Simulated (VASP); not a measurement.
A run of VASP 6.6.1 is set up as follows.

Contents of POSCAR:

```
Al2O3
1.0
    2.2605928790      1.3051539072      4.5482176037
   -2.2605928790      1.3051539072      4.5482176037
    0.0000000000     -2.6103078145      4.5482176036
Al O
4 6
Direct
    0.8519165699      0.8519165699      0.8519165699
    0.6480834301      0.6480834301      0.6480834301
    0.1480834301      0.1480834301      0.1480834301
    0.3519165699      0.3519165699      0.3519165699
    0.0563854984      0.4436145016      0.7500000000
    0.7500000000      0.0563854984      0.4436145016
    0.4436145016      0.7500000000      0.0563854984
    0.9436145016      0.5563854984      0.2500000000
    0.2500000000      0.9436145016      0.5563854984
    0.5563854984      0.2500000000      0.9436145016
```

INCAR.step1

```
SYSTEM = Al2O3
PREC = Accurate ; ENCUT = 520
ISMEAR = 0 ; SIGMA = 0.05
LREAL = .False. ; LASPH = .True.
NELM = 60 ; NBANDS = 35
GGA = PE ; ALGO = Normal
EDIFF = 1E-4 ; LWAVE = .True.
LCHARG = .False.
```

File INCAR.step2:

```
SYSTEM = Al2O3
PREC = Accurate ; ENCUT = 520
EDIFF = 1E-7 ; ISMEAR = 0
SIGMA = 0.05 ; LREAL = .False.
LASPH = .True. ; NELM = 60
ALGO = Normal ; ISIF = 2
LWAVE = .False. ; LCHARG = .False.
METAGGA = R2SCAN ; LMIXTAU = .True.
NBANDS = 35 ; ISTART = 1
```

KPOINTS

```
regular mesh
0
Gamma
  6 6 6
  0 0 0
```

Potentials or basis: VASP PAW PBE potentials, release 64 (Al, O).

The run is started by

```console
$ cat potpaw_PBE.64/Al/POTCAR potpaw_PBE.64/O/POTCAR > POTCAR
$ cp INCAR.step1 INCAR
$ mpirun -np 1 vasp_std > vasp.out
$ cp INCAR.step2 INCAR
$ mpirun -np 1 vasp_std > vasp.out
```

Task: What does it give for the band gap on the k mesh?

Result: 7.36 eV.

Task: What does it give for the pressure?

Result: 17.2 GPa.

Task: What does it give for the largest force?

Result: 0.729 eV/Å.

Stress tensor (GPa, compression positive):
```
 34.08   0.00   0.00
  0.00  34.08   0.00
  0.00   0.00 -16.69
```

Caveat: the cell differs from its parent crystal (strain -0.050 along x and y, +0.050 along z); the stress differs along the axes, from -17 to 34 GPa; the PAW data sets were made with another functional, which shifts forces and pressure a little.
